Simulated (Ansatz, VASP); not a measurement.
## PbS in VASP and in Ansatz

The input INCAR:

```
PREC = Accurate ; ENCUT = 520
EDIFF = 1E-8 ; ISMEAR = -1
SIGMA = 0.01 ; LREAL = F
LASPH = T ; NELM = 60
ALGO = Normal ; ISIF = 2
LWAVE = F ; LCHARG = F
GGA = PE ; LEFG = T
NBANDS = 17
```

KPOINTS

```
Automatic mesh
0
Gamma
  8 8 8
```

POSCAR

```
PbS
1.0
    0.0000000000      2.9400828556      2.9400828556
    2.9400828556      0.0000000000      2.9400828556
    2.9400828556      2.9400828556      0.0000000000
Pb S
1 1
Direct
    0.0000000000      0.0000000000      0.0000000000
    0.5000000000      0.5000000000      0.5000000000
```

Input for Ansatz:

```yaml
crystal:
  lattice:
    - [0.0, 2.9400828556, 2.9400828556]
    - [2.9400828556, 0.0, 2.9400828556]
    - [2.9400828556, 2.9400828556, 0.0]
  atoms:
    - { symbol: Pb, position: [0.0, 0.0, 0.0] }
    - { symbol: S, position: [0.5, 0.5, 0.5] }
kpoints:
  mp_grid: { grid: [8, 8, 8] }
scf:
  occupations: { method: fermi_dirac, width: 0.01 }
hamiltonian:
  xc: pbe
  pseudopotentials: { kind: paw }
output:
  forces: true
  stress: true
  eigenvalues: true
  efg: { contact_densities: true }
```

Change from the starting cell: volume scaled by 0.975, PAW files.

Alike in both runs: task electric field gradients; functional PBE; k mesh 8 × 8 × 8; occupations fermi-dirac, width 0.01 eV; no spin polarisation.

|  | VASP | Ansatz |
| --- | --- | --- |
| version | VASP 6.6.1 | Ansatz 0.2.0 |
| potentials or method | VASP PAW PBE potentials, release 64 (Pb_d, S) | PAW with Ansatz's default frozen-core files, scalar-relativistic |
| plane-wave cutoff (eV) | 520 | 420 |
| valence electrons in the cell | 20 | 20 |

```csv
,VASP,Ansatz,Ansatz less VASP
pressure (GPa),3.9,3.9,+0.07
```

Neither program's run includes spin-orbit coupling.
